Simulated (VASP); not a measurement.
# Ti12S in VASP: single point with PBE

Aim: the single point of Ti12S with PBE.

Everything below comes from runs of VASP 6.6.1. Logs are shortened: lines on timing, memory, paths and dates and some standing lists are left out, and cuts for length are marked.

## Step 1: The cell of the first run

The cell holds a slab with vacuum, 13 atoms: a = 5.876 Å, b = 4.650 Å, c = 21.284 Å, α = 90.00°, β = 90.00°, γ = 90.00°.

## Step 2: Single point, PBE

INCAR reads:

```
SYSTEM = Ti12S
PREC = Accurate
ENCUT = 520
EDIFF = 1E-6
ISMEAR = 0
SIGMA = 0.1
LREAL = .FALSE.
LASPH = .TRUE.
NELM = 100
ALGO = Normal
ISIF = 2
LWAVE = .FALSE.
LCHARG = .FALSE.
LDIPOL = .TRUE.
IDIPOL = 3
DIPOL = 0.5 0.5 0.342
GGA = PE
NBANDS = 87
```

KPOINTS reads:

```
Automatic mesh
0
G
  5 6 1
  0 0 0
```

POSCAR reads:

```
Ti12S
1.0
    5.8763264169      0.0000000000      0.0000000000
    0.0000000000      4.6504654180      0.0000000000
    0.0000000000      0.0000000000     21.2842241737
Ti S
12 1
Direct
    0.0000000000      0.7500000000      0.1879326194
    0.5000000000      0.7500000000      0.1879326194
    0.2500000000      0.2500000000      0.2277825407
    0.7500000000      0.2500000000      0.2277825407
    0.2500000000      0.7500000000      0.3074823835
    0.7500000000      0.7500000000      0.3074823835
    0.0000000000      0.2500000000      0.3461291986
    0.5000000000      0.2500000000      0.3461291986
    0.0000000000      0.7500000000      0.4220680061
    0.5000000000      0.7500000000      0.4220680061
    0.2500000000      0.2500000000      0.4596937193
    0.7500000000      0.2500000000      0.4596937193
    0.4166666667      0.2500000000      0.5500118098
```

Potentials or basis: VASP PAW PBE potentials, release 64 (Ti_sv, S).

On the command line:

```
cat potpaw_PBE.64/Ti_sv/POTCAR potpaw_PBE.64/S/POTCAR > POTCAR
mpirun -np 1 vasp_std > vasp.out
```

OUTCAR:

```text
SYSTEM = Ti12S
   PREC = Accurate
   ENCUT = 520
   EDIFF = 1E-6
   ISMEAR = 0
   LREAL = .FALSE.
   LASPH = .TRUE.
   NELM = 100
   ISIF = 2
   GGA = PE

 ion  position               nearest neighbor table
   1  0.000  0.750  0.188-   3 2.88   4 2.88   3 2.88   4 2.88
   2  0.500  0.750  0.188-   3 2.88   4 2.88   3 2.88   4 2.88
   3  0.250  0.250  0.228-   1 2.88   2 2.88   1 2.88   2 2.88   5 2.88   5 2.88   8 2.92   7 2.92

   4  0.750  0.250  0.228-   1 2.88   2 2.88   1 2.88   2 2.88   6 2.88   6 2.88   8 2.92   7 2.92

   5  0.250  0.750  0.307-   9 2.85  10 2.85   7 2.87   8 2.87   7 2.87   8 2.87   3 2.88   3 2.88

   6  0.750  0.750  0.307-   9 2.85  10 2.85   7 2.87   8 2.87   7 2.87   8 2.87   4 2.88   4 2.88

   7  0.000  0.250  0.346-  11 2.83  12 2.83   9 2.83   9 2.83   5 2.87   5 2.87   6 2.87   6 2.87
                             3 2.92   4 2.92
   8  0.500  0.250  0.346-  11 2.83  12 2.83  10 2.83  10 2.83   5 2.87   5 2.87   6 2.87   6 2.87
                             3 2.92   4 2.92
   9  0.000  0.750  0.422-   7 2.83   7 2.83   5 2.85   6 2.85  12 2.86  11 2.86  11 2.86  12 2.86

  10  0.500  0.750  0.422-   8 2.83   8 2.83   5 2.85   6 2.85  12 2.86  11 2.86  11 2.86  12 2.86

  11  0.250  0.250  0.460-  13 2.16   8 2.83   7 2.83  10 2.86   9 2.86   9 2.86  10 2.86
  12  0.750  0.250  0.460-  13 2.74   8 2.83   7 2.83  10 2.86   9 2.86   9 2.86  10 2.86
  13  0.417  0.250  0.550-  11 2.16  12 2.74

  LATTYP: Found a simple orthorhombic cell.
 ALAT       =     4.6504654180
 B/A-ratio  =     1.2635996376
 C/A-ratio  =     4.5767944196

  Lattice vectors:

 A1 = (   0.0000000000,  -4.6504654180,   0.0000000000)
 A2 = (   5.8763264169,   0.0000000000,   0.0000000000)
 A3 = (   0.0000000000,   0.0000000000,  21.2842241737)

Analysis of symmetry for initial positions (statically):
=====================================================================
 Subroutine PRICEL returns:
 Original cell was already a primitive cell.

 Routine SETGRP: Setting up the symmetry group for a
 simple orthorhombic supercell.

 Subroutine GETGRP returns: Found  2 space group operations
 (whereof  1 operations were pure point group operations)
 out of a pool of  8 trial point group operations.

The static configuration has the point symmetry C_1 .
 The point group associated with its full space group is C_1h.

Analysis of symmetry for dynamics (positions and initial velocities):
=====================================================================
 Subroutine PRICEL returns:
 Original cell was already a primitive cell.

[... 139 lines left out ...]
  Fermi-wavevector in a.u.,A,eV,Ry     =   1.042042  1.969174 14.773905  1.085851
  Thomas-Fermi vector in A             =   2.176690
   LORBIT       =      0    0 simple, 1 ext, 2 COOP (PROOUT), +10 PAW based schemes
   GGA     = PE    functional components
   LHFCALC =     F    Hartree Fock is set to
   AEXX    =    0.0000 exact exchange contribution
   IVDW    =     0    specifies the selected vdW correction
   LEPSILON=     F    determine dielectric tensor
   LRPA    =     F    only Hartree local field effects (RPA)
 non-spin polarized calculation
 Gauss-broadening in eV      SIGMA  =   0.10
  energy-cutoff  :      520.00
  volume of cell :      581.65
 maximum number of plane-waves:     15708
 NGX is ok and might be reduce to    48
   NGX = 21   NGY = 17   NGZ = 79

 dipolmoment           0.000000      0.000000     -0.018388 electrons x Angstroem

 number of electron     150.0000023 magnetization

 dipolmoment           0.000000      0.000000      0.268443 electrons x Angstroem

 Free energy of the ion-electron system (eV)
  ---------------------------------------------------
  ext. energy  EPLUGINS =         0.00000000
  ---------------------------------------------------
  free energy    TOTEN  =       -93.75227267 eV

  energy without entropy =      -93.66482887  energy(sigma->0) =      -93.70855077

 E-fermi :   0.4569     XC(G=0):  -5.3669

 val. band max:        0.4442841973   @ k =   0.4000   0.1667   0.0000
 cond. band min:       0.4727592107   @ k =   0.4000   0.3333   0.0000
 fundamental gap:      0.0284750134
 Fermi energy:         0.4568753057

 k-point     1 :       0.0000    0.0000    0.0000
  band No.  band energies     occupation
      1     -56.5831      2.00000
      2     -56.5376      2.00000
      3     -56.4956      2.00000
      4     -56.3808      2.00000
      5     -56.3374      2.00000
      6     -56.3067      2.00000
[... 1069 lines left out ...]
     86       0.9239      0.00000
     87       1.0474      0.00000

------------------------ aborting loop because EDIFF is reached ----------------------------------------

 vacuum level on the upper side and lower side of the slab       (xc-potential included)         0.742        -0.982

  FORCE on cell =-STRESS in cart. coord.  units (eV):
  Direction    XX          YY          ZZ          XY          YZ          ZX
  --------------------------------------------------------------------------------------
  -------------------------------------------------------------------------------------
  Total       -4.2660763     -3.0026408     -1.0906429      0.0000000      0.0000000      2.4195351
  in kB      -11.7511141     -8.2709197     -3.0042289      0.0000000      0.0000000      6.6647269
  external PRESSURE =      -7.6754209 kB  Pullay stress =       0.0000000 kB

 VOLUME and BASIS-vectors are now :
 -----------------------------------------------------------------------------
  energy-cutoff  :      520.00
  volume of cell :      581.65
      direct lattice vectors                 reciprocal lattice vectors
     5.876326417  0.000000000  0.000000000     0.170174345  0.000000000  0.000000000
     0.000000000  4.650465418  0.000000000     0.000000000  0.215032241  0.000000000
     0.000000000  0.000000000 21.284224174     0.000000000  0.000000000  0.046983155

 POSITION                                       TOTAL-FORCE (eV/Angst)
 -----------------------------------------------------------------------------------
      0.00000      3.48785      4.00000        -0.013502      0.000000      0.278184
      2.93816      3.48785      4.00000         0.012540      0.000000      0.305119
      1.46908      1.16262      4.84817        -0.007696      0.000000      0.074190
      4.40724      1.16262      4.84817        -0.004611      0.000000      0.068414
      1.46908      3.48785      6.54452         0.012522      0.000000     -0.244818
      4.40724      3.48785      6.54452         0.020148      0.000000     -0.387833
      0.00000      1.16262      7.36709        -0.066576      0.000000     -0.062148
      2.93816      1.16262      7.36709         0.085336      0.000000     -0.300815
      0.00000      3.48785      8.98339        -0.127033      0.000000     -0.451942
      2.93816      3.48785      8.98339        -0.000256      0.000000      0.246652
      1.46908      1.16262      9.78422        -0.401053      0.000000     -0.736085
      4.40724      1.16262      9.78422        -0.759491      0.000000      1.229178
      2.44847      1.16262     11.70657         1.249672      0.000000     -0.018095
 -----------------------------------------------------------------------------------
    total drift:                                0.000045      0.000000      0.000494

  FREE ENERGIE OF THE ION-ELECTRON SYSTEM (eV)
  ---------------------------------------------------
  free  energy   TOTEN  =       -93.7522726687 eV

  energy  without entropy=      -93.6648288707  energy(sigma->0) =      -93.70855077

 vacuum level on the upper side and lower side of the slab         5.881         4.092
```

OSZICAR:

```text
N       E                     dE             d eps       ncg     rms          rms(c)
DAV:   1     0.195425521500E+04    0.19543E+04   -0.80422E+04  2416   0.174E+03
DAV:   2     0.181982231844E+03   -0.17723E+04   -0.17456E+04  2193   0.564E+02
DAV:   3    -0.511284270766E+02   -0.23311E+03   -0.22725E+03  3280   0.179E+02
[... 31 lines left out ...]
DAV:  35    -0.937522597242E+02   -0.84676E-05   -0.73266E-07  1392   0.330E-03    0.149E-03
DAV:  36    -0.937522655568E+02   -0.58326E-05   -0.41658E-07  1392   0.291E-03    0.182E-03
DAV:  37    -0.937522695109E+02   -0.39541E-05   -0.24566E-07  1336   0.242E-03    0.132E-03
DAV:  38    -0.937522717900E+02   -0.22791E-05   -0.17920E-07  1320   0.197E-03    0.789E-04
DAV:  39    -0.937522726687E+02   -0.87869E-06   -0.11182E-07  1296   0.151E-03
   1 F= -.93752273E+02 E0= -.93708551E+02  d E =-.874438E-01
```

It took 27 min on 1 thread of Intel Xeon Platinum 8559C (Emerald Rapids), shared host; peak memory 0.79 GiB.

Results:

* Free energy: -93.7523 eV
* Largest force: 1.445 eV/Å
* Band gap on the k mesh: zero (bands 75 and 76 overlap by 0.25 eV)

Forces on the atoms (eV/Å):
```
Ti  -0.014  0.000  0.278
Ti   0.013  0.000  0.305
Ti  -0.008  0.000  0.074
Ti  -0.005  0.000  0.068
Ti   0.013  0.000 -0.245
Ti   0.020  0.000 -0.388
Ti  -0.067  0.000 -0.062
Ti   0.085  0.000 -0.301
Ti  -0.127  0.000 -0.452
Ti   0.000  0.000  0.247
Ti  -0.401  0.000 -0.736
Ti  -0.759  0.000  1.229
S    1.250  0.000 -0.018
```

Levels at points of the mesh, in eV from the Fermi level:
```
           k point  band 72  band 73  band 74  band 75  band 76  band 77
(0.00, 0.00, 0.00)    -0.54    -0.27    -0.20     0.14     0.34     0.35
(0.00, 0.50, 0.00)    -0.39    -0.15    -0.07     0.03     0.19     0.27
```

The gap in the log of VASP goes by the Fermi energy; the results here count the filled bands.